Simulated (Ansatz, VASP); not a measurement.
BaTiO3 in VASP and in Ansatz

```
CELL_PARAMETERS angstrom
3.99980 0.00000 0.00000
0.00000 3.99980 0.00000
0.00000 0.00000 4.13854
ATOMIC_POSITIONS crystal
Ba 0.00000 0.00000 0.00000
Ti 0.50000 0.50000 0.50000
O 0.50000 0.50000 0.00000
O 0.50000 0.00000 0.50000
O 0.00000 0.50000 0.50000
```

Change from the starting cell: zz strain of +3 %.

Alike in both runs: task single point; functional PBEsol; k mesh 7 × 7 × 7; occupations fermi-dirac, width 0.03 eV; no spin polarisation.

```csv
,VASP,Ansatz
version,VASP 6.6.1,Ansatz 0.2.0
potentials or method,"VASP PAW PBE potentials, release 64 (Ba_sv, Ti_sv, O), cutoff 520 eV","all-electron LAPW, scalar-relativistic"
```

Ansatz gave:

* gap on the k mesh at the Fermi level (eV): 1.72
* pressure (GPa): -8.7
* traceless stress, the component that is largest in VASP (GPa): -3.41

Estimate VASP's values.

gap on the k mesh at the Fermi level (eV): 1.67; pressure (GPa): -7.2; traceless stress, the component that is largest in VASP (GPa): -3.55.

VASP's potentials were made for PBE, not for PBEsol. Ansatz ran all-electron here, and VASP with PAW potentials.

Neither program's run includes spin-orbit coupling.
